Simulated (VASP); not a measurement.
A run of VASP 6.6.1 is set up as follows.

INCAR

```
PREC = Accurate
ENCUT = 520
EDIFF = 1E-7
ISMEAR = -1
SIGMA = 0.05
LREAL = F
LASPH = T
NELM = 150
ALGO = Normal
ISIF = 2
LWAVE = F
LCHARG = T
ISPIN = 2
MAGMOM = 1
LORBIT = 11
LMAXMIX = 4
LELF = T
LVHAR = T
NBANDS = 15
```

Contents of KPOINTS:

```
Automatic mesh
0
Gamma
  21 21 21
```

Contents of POSCAR:

```
Ni
1.0
    0.0000000000      1.4435965382      1.4435965382
    1.4435965382      0.0000000000      1.4435965382
    1.4435965382      1.4435965382      0.0000000000
Ni
1
Direct
    0.0000000000      0.0000000000      0.0000000000
```

Potentials or basis: VASP PAW LDA potentials, release 64 (Ni).

Launch:

```console
$ cat potpaw_LDA.64/Ni/POTCAR > POTCAR
$ mpirun -np 1 vasp_std > vasp.out
```

(1) Estimate the pressure.

(2) What does it give for the net moment?

(3) Estimate the band gap on the k mesh.

Answers

(1) 435.8 GPa.

(2) 0.00 μB per cell.

(3) zero (filled and empty bands overlap).

Caveat: the cell stands under pressure.
